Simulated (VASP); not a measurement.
Input of a VASP 6.6.1 run:

File POSCAR:

```
Zr
1.0
    3.2445832200      0.0000000000      0.0000000000
   -1.6222916100      2.8098914932      0.0000000000
    0.0000000000      0.0000000000      5.1573641137
Zr
2
Direct
    0.3333333333      0.6666666667      0.2500000000
    0.6666666667      0.3333333333      0.7500000000
```

The input INCAR.step1:

```
  PREC = Accurate
  ENCUT = 520
  ISMEAR = -1
  SIGMA = 0.1
  LREAL = False
  LASPH = True
  NELM = 60
  NBANDS = 19
  GGA = PE
  ALGO = Normal
  EDIFF = 1E-4
  LWAVE = True
  LCHARG = False
```

File INCAR.step2:

```
  PREC = Accurate
  ENCUT = 520
  EDIFF = 1E-7
  ISMEAR = -1
  SIGMA = 0.1
  LREAL = False
  LASPH = True
  NELM = 60
  ALGO = Normal
  ISIF = 2
  LWAVE = False
  LCHARG = False
  METAGGA = R2SCAN
  LMIXTAU = True
  NBANDS = 19
  ISTART = 1
```

The input KPOINTS:

```
Automatic mesh
0
Gamma
  4 4 2
```

Potentials or basis: VASP PAW PBE potentials, release 64 (Zr_sv).

The run is started by

```console
$ cat potpaw_PBE.64/Zr_sv/POTCAR > POTCAR
$ cp INCAR.step1 INCAR
$ mpirun -np 1 vasp_std > vasp.out
$ cp INCAR.step2 INCAR
$ mpirun -np 1 vasp_std > vasp.out
```

Problem. Estimate the band gap on the k mesh.

Solution. Zero (bands 12 and 13 overlap by 1.10 eV).

Problem. What does it give for the pressure?

Solution. 0.3 GPa.

Stress tensor (GPa, compression positive):
```
 0.76  0.00  0.00
 0.00  0.76  0.00
 0.00  0.00 -0.71
```

Caveat: the k points lie up to 0.61 Å⁻¹ apart, too coarse for converged energies and pressures of a metal; the PAW data sets were made with another functional, which shifts forces and pressure a little.
